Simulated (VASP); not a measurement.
# KMgF3 (R-3m) in VASP: single point with PBE

Aim: the single point of KMgF3 with PBE.

Program: VASP 6.6.1. These are calculated values, not measurements. Logs are shortened: lines on timing, memory, paths and dates and some standing lists are left out, and cuts for length are marked.

## 1. The cell of the first run

It takes space group R-3m (No. 166, trigonal). Conventional cell: a = 4.784 Å, b = 4.784 Å, c = 12.936 Å, α = 90.00°, β = 90.00°, γ = 120.00°. K (site symmetry -3m) has 6 F at 2.56 Å and 6 Mg at 3.50 Å within 3.6 Å. Within 3.2 Å of Mg (site symmetry -3m) lie 6 F at 2.39 Å. Within 3.2 Å of F (site symmetry 2/m) lie 4 F at 2.39 Å and 2 Mg at 2.39 Å and 2 K at 2.56 Å.

The cell was generated, and may not be a known phase.

## 2. Single point, PBE

File INCAR:

```
SYSTEM = KMgF3
  ALGO = Normal
  EDIFF = 1E-6
  ENCUT = 840
  GGA = PE
  GGA_COMPAT = .FALSE.
  ISIF = 2
  ISMEAR = 0
  LASPH = .TRUE.
  LCHARG = .FALSE.
  LREAL = .FALSE.
  LWAVE = .FALSE.
  NBANDS = 28
  NELM = 120
  PREC = Accurate
  SIGMA = 0.15
```

File KPOINTS:

```
k-points
0
G
  3 3 3
  0 0 0
```

File POSCAR:

```
KMgF3
1.0
    2.3920692329      1.3810618140      4.3120143288
   -2.3920692329      1.3810618140      4.3120143288
    0.0000000000     -2.7621236326      4.3120143273
K Mg F
1 1 3
Direct
    0.5000000000      0.5000000000      0.5000000000
    0.0000000000      0.0000000000      0.0000000000
    0.5000000000      0.5000000000      0.0000000000
    0.0000000000      0.5000000000      0.5000000000
    0.5000000000      0.0000000000      0.5000000000
```

Potentials or basis: VASP PAW PBE potentials, release 64 (K_sv, Mg_sv, F).

Run with:

```sh
cat potpaw_PBE.64/K_sv/POTCAR potpaw_PBE.64/Mg_sv/POTCAR potpaw_PBE.64/F/POTCAR > POTCAR
mpirun -np 1 vasp_std > vasp.out
```

OUTCAR:

```text
SYSTEM = KMgF3
   EDIFF = 1E-6
   ENCUT = 840
   GGA = PE
   ISIF = 2
   ISMEAR = 0
   LASPH = .TRUE.
   LREAL = .FALSE.
   NELM = 120
   PREC = Accurate

 ion  position               nearest neighbor table
   1  0.500  0.500  0.500-   3 2.56   3 2.56   5 2.56   4 2.56   5 2.56   4 2.56
   2  0.000  0.000  0.000-
   3  0.500  0.500  0.000-   1 2.56   1 2.56
   4  0.000  0.500  0.500-   1 2.56   1 2.56
   5  0.500  0.000  0.500-   1 2.56   1 2.56

  LATTYP: Found a trigonal (rhomboedric) cell.
 ALAT       =     5.1208197118
 COS(alpha) =     0.5635861609

  Lattice vectors:

 A1 = (   2.3920692329,   1.3810618140,   4.3120143288)
 A2 = (  -2.3920692329,   1.3810618140,   4.3120143288)
 A3 = (   0.0000000000,  -2.7621236326,   4.3120143273)

Analysis of symmetry for initial positions (statically):
=====================================================================
 Subroutine PRICEL returns:
 Original cell was already a primitive cell.

 Routine SETGRP: Setting up the symmetry group for a
 trigonal (rhombohedral) supercell.

 Subroutine GETGRP returns: Found 12 space group operations
 (whereof 12 operations were pure point group operations)
 out of a pool of 12 trial point group operations.

The static configuration has the point symmetry D_3d.

Analysis of symmetry for dynamics (positions and initial velocities):
=====================================================================
 Subroutine PRICEL returns:
 Original cell was already a primitive cell.

 Routine SETGRP: Setting up the symmetry group for a
 trigonal (rhombohedral) supercell.

 Subroutine GETGRP returns: Found 12 space group operations
 (whereof 12 operations were pure point group operations)
 out of a pool of 12 trial point group operations.

The dynamic configuration has the point symmetry D_3d.

 Subroutine INISYM returns: Found 12 space group operations
 (whereof 12 operations are pure point group operations),
 and found     1 'primitive' translations

----------------------------------------------------------------------------------------

                                     Primitive cell

  volume of cell :      85.4709

  direct lattice vectors                    reciprocal lattice vectors
     2.392069233  1.381061814  4.312014329     0.209024050  0.120680092  0.077303392
    -2.392069233  1.381061814  4.312014329    -0.209024050  0.120680092  0.077303392
     0.000000000 -2.762123633  4.312014327     0.000000000 -0.241360184  0.077303392

  length of vectors
     5.120819712  5.120819712  5.120819712     0.253437473  0.253437473  0.253437473

  position of ions in fractional coordinates (direct lattice)
     0.500000000  0.500000000  0.500000000
     0.000000000  0.000000000  0.000000000
     0.500000000  0.500000000  0.000000000
     0.000000000  0.500000000  0.500000000
     0.500000000  0.000000000  0.500000000

  ion indices of the primitive-cell ions
   primitive index   ion index
                 1           1
                 2           2
                 3           3
                 4           4
                 5           5

----------------------------------------------------------------------------------------

 KPOINTS: k-points

Automatic generation of k-mesh.
 Grid dimensions read from file:
 generate k-points for:    3    3    3

 Generating k-lattice:

  Cartesian coordinates                     Fractional coordinates (reciprocal lattice)
     0.069674683  0.040226697  0.025767797     0.333333333  0.000000000  0.000000000
    -0.069674683  0.040226697  0.025767797     0.000000000  0.333333333  0.000000000
     0.000000000 -0.080453395  0.025767797     0.000000000  0.000000000  0.333333333

  Length of vectors
     0.084479158  0.084479158  0.084479158

  Shift w.r.t. Gamma in fractional coordinates (k-lattice)
     0.000000000  0.000000000  0.000000000

 Subroutine IBZKPT returns following result:
 ===========================================

 Found      6 irreducible k-points:

 Following reciprocal coordinates:
            Coordinates               Weight
  0.000000  0.000000  0.000000      1.000000
  0.333333 -0.000000 -0.000000      6.000000
  0.333333  0.333333 -0.000000      6.000000
 -0.333333  0.333333  0.000000      6.000000
  0.333333  0.333333  0.333333      2.000000
 -0.333333  0.333333  0.333333      6.000000
   k-points           NKPTS =      6   k-points in BZ     NKDIM =      6   number of bands    NBANDS=     28
   number of dos      NEDOS =    301   number of ions     NIONS =      5
   total plane-waves  NPLWV = 110592
   dimension x,y,z NGX =    48 NGY =   48 NGZ =   48
   dimension x,y,z NGXF=    96 NGYF=   96 NGZF=   96
   ions per type =               1   1   3
   NGX,Y,Z   is equivalent  to a cutoff of  15.58, 15.58, 15.58 a.u.
   NGXF,Y,Z  is equivalent  to a cutoff of  31.17, 31.17, 31.17 a.u.
 SYSTEM =  KMgF3
   PREC   = accura    normal or accurate (medium, high low for compatibility)
   ISTART =      0    job   : 0-new  1-cont  2-samecut
   ICHARG =      2    charge: 1-file 2-atom 10-const
   ISPIN  =      1    spin polarized calculation?
   LNONCOLLINEAR =      F non collinear calculations
   LSORBIT =      F    spin-orbit coupling
   LASPH  =      T    aspherical Exc in radial PAW
   ENCUT  =  840.0 eV  61.74 Ry    7.86 a.u.  12.10 12.10 12.10*2*pi/ulx,y,z
   NELM   =    120;   NELMIN=  2; NELMDL= -5     # of ELM steps
   EDIFF  = 0.1E-05   stopping-criterion for ELM
   LREAL  =      F    real-space projection
   EDIFFG = 0.1E-04   stopping-criterion for IOM
   NSW    =      0    number of steps for IOM
   IBRION =     -1    ionic relax: 0-MD 1-quasi-New 2-CG
   NFREE  =      0    steps in history (QN), initial steepest desc. (CG)
   ISIF   =      2    stress and relaxation
   ISYM   =      2    0-nonsym 1-usesym 2-fastsym
   POTIM  = 0.5000    time-step for ionic-motion
   TEBEG  =    0.0;   TEEND  =   0.0 temperature during run
   PSTRESS=    0.0 pullay stress
   NELECT =      40.0000    total number of electrons
   NUPDOWN=      -1.0000    fix difference up-down
   EMIN   =  10.00;   EMAX   =-10.00  energy-range for DOS
   EFERMI =   0.00;   METHOD = LEGACY
   ISMEAR =     0;   SIGMA  =   0.15  broadening in eV -4-tet -1-fermi 0-gaus
   EFERMI_NEDOS =   21; number of points for ismear=-14 and -15
   IALGO  =     38    algorithm
   IMIX   =      4    mixing-type and parameters
     AMIX     =   0.40;   BMIX     =  1.00
     AMIX_MAG =   1.60;   BMIX_MAG =  1.00
  volume/ion in A,a.u.               =      17.09       115.36
  Fermi-wavevector in a.u.,A,eV,Ry     =   1.271029  2.401896 21.980405  1.615514
  Thomas-Fermi vector in A             =   2.403984
   LORBIT       =      0    0 simple, 1 ext, 2 COOP (PROOUT), +10 PAW based schemes
   GGA     = PE    functional components
   LHFCALC =     F    Hartree Fock is set to
   AEXX    =    0.0000 exact exchange contribution
   IVDW    =     0    specifies the selected vdW correction
   LEPSILON=     F    determine dielectric tensor
   LRPA    =     F    only Hartree local field effects (RPA)
 non-spin polarized calculation
 Gauss-broadening in eV      SIGMA  =   0.15
  energy-cutoff  :      840.00
  volume of cell :       85.47
 maximum number of plane-waves:      4738
   NGX = 25   NGY = 25   NGZ = 25

 number of electron      39.9999997 magnetization

 Free energy of the ion-electron system (eV)
  ---------------------------------------------------
  ext. energy  EPLUGINS =         0.00000000
  ---------------------------------------------------
  free energy    TOTEN  =       -18.45127558 eV

  energy without entropy =      -18.44910112  energy(sigma->0) =      -18.45018835

 E-fermi :   0.3458     XC(G=0):  -8.1861

 val. band max:        0.0992990799   @ k =   0.0000   0.0000   0.0000
 cond. band min:       0.5127078526   @ k =   0.0000   0.0000   0.0000
 fundamental gap:      0.4134087727
 Fermi energy:         0.3457961997

 k-point     1 :       0.0000    0.0000    0.0000
  band No.  band energies     occupation
      1     -76.6003      2.00000
      2     -43.5114      2.00000
      3     -43.2763      2.00000
      4     -43.2763      2.00000
      5     -28.4115      2.00000
      6     -21.2982      2.00000
[... 20 lines left out ...]
     27       9.5175      0.00000
     28      10.9099      0.00000

 k-point     2 :       0.3333   -0.0000   -0.0000
  band No.  band energies     occupation
      1     -76.6003      2.00000
      2     -43.5114      2.00000
      3     -43.2766      2.00000
      4     -43.2764      2.00000
      5     -28.4049      2.00000
      6     -21.0948      2.00000
[... 20 lines left out ...]
     27       9.9677      0.00000
     28      10.4893      0.00000

 k-point     3 :       0.3333    0.3333   -0.0000
  band No.  band energies     occupation
      1     -76.6004      2.00000
      2     -43.5114      2.00000
      3     -43.2766      2.00000
      4     -43.2765      2.00000
      5     -28.4008      2.00000
      6     -21.1310      2.00000
[... 20 lines left out ...]
     27       9.4635      0.00000
     28      10.6024      0.00000

 k-point     4 :      -0.3333    0.3333    0.0000
  band No.  band energies     occupation
      1     -76.6003      2.00000
      2     -43.5114      2.00000
      3     -43.2766      2.00000
      4     -43.2766      2.00000
      5     -28.3995      2.00000
      6     -20.8508      2.00000
[... 20 lines left out ...]
     27       9.9059      0.00000
     28      10.7053      0.00000

 k-point     5 :       0.3333    0.3333    0.3333
  band No.  band energies     occupation
      1     -76.6003      2.00000
      2     -43.5114      2.00000
      3     -43.2764      2.00000
      4     -43.2764      2.00000
      5     -28.3989      2.00000
      6     -21.3730      2.00000
[... 20 lines left out ...]
     27      10.4327      0.00000
     28      11.1311      0.00000

 k-point     6 :      -0.3333    0.3333    0.3333
  band No.  band energies     occupation
      1     -76.6003      2.00000
      2     -43.5115      2.00000
      3     -43.2766      2.00000
      4     -43.2765      2.00000
      5     -28.3966      2.00000
      6     -21.1634      2.00000
[... 20 lines left out ...]
     27       9.9746      0.00000
     28      10.3423      0.00000

------------------------ aborting loop because EDIFF is reached ----------------------------------------

  FORCE on cell =-STRESS in cart. coord.  units (eV):
  Direction    XX          YY          ZZ          XY          YZ          ZX
  --------------------------------------------------------------------------------------
  -------------------------------------------------------------------------------------
  Total        0.1499848      0.1499848      0.0317116      0.0000000      0.0000000      0.0000000
  in kB        2.8115097      2.8115097      0.5944429      0.0000000      0.0000000      0.0000000
  external PRESSURE =       2.0724875 kB  Pullay stress =       0.0000000 kB

 VOLUME and BASIS-vectors are now :
 -----------------------------------------------------------------------------
  energy-cutoff  :      840.00
  volume of cell :       85.47
      direct lattice vectors                 reciprocal lattice vectors
     2.392069233  1.381061814  4.312014329     0.209024050  0.120680092  0.077303392
    -2.392069233  1.381061814  4.312014329    -0.209024050  0.120680092  0.077303392
     0.000000000 -2.762123633  4.312014327     0.000000000 -0.241360184  0.077303392

 POSITION                                       TOTAL-FORCE (eV/Angst)
 -----------------------------------------------------------------------------------
      0.00000     -0.00000      6.46802         0.000000      0.000000     -0.000000
      0.00000      0.00000      0.00000        -0.000000      0.000000     -0.000000
      0.00000      1.38106      4.31201        -0.000000     -0.000000      0.000000
     -1.19603     -0.69053      4.31201        -0.000000     -0.000000      0.000000
      1.19603     -0.69053      4.31201        -0.000000     -0.000000     -0.000000
 -----------------------------------------------------------------------------------
    total drift:                               -0.000000      0.000000     -0.000000

  FREE ENERGIE OF THE ION-ELECTRON SYSTEM (eV)
  ---------------------------------------------------
  free  energy   TOTEN  =       -18.4512755821 eV

  energy  without entropy=      -18.4491011214  energy(sigma->0) =      -18.45018835
```

Run time: 38 s. Hardware: 1 thread of AMD EPYC 7R43 (Zen 3), shared host; peak memory 0.29 GiB.

Results:

```
Free energy            : -18.4513 eV
Pressure               : 0.2 GPa
Band gap on the k mesh : 0.41 eV
```

Stress tensor (GPa, compression positive):
```
0.28 0.00 0.00
0.00 0.28 0.00
0.00 0.00 0.06
```

Levels at points of the mesh, in eV from the valence-band top:
| k point | band 16 | band 17 | band 18 | band 19 | band 20 | band 21 | band 22 | band 23 | band 24 | band 25 |
| --- | --- | --- | --- | --- | --- | --- | --- | --- | --- | --- |
| (0.00, 0.00, 0.00) | -1.87 | -1.87 | -1.23 | 0.00 | 0.00 | 0.41 | 6.40 | 6.51 | 6.51 | 7.19 |

Caveat: the k points lie up to 0.53 Å⁻¹ apart; semilocal functionals underestimate gaps, and a narrow one can read as zero.
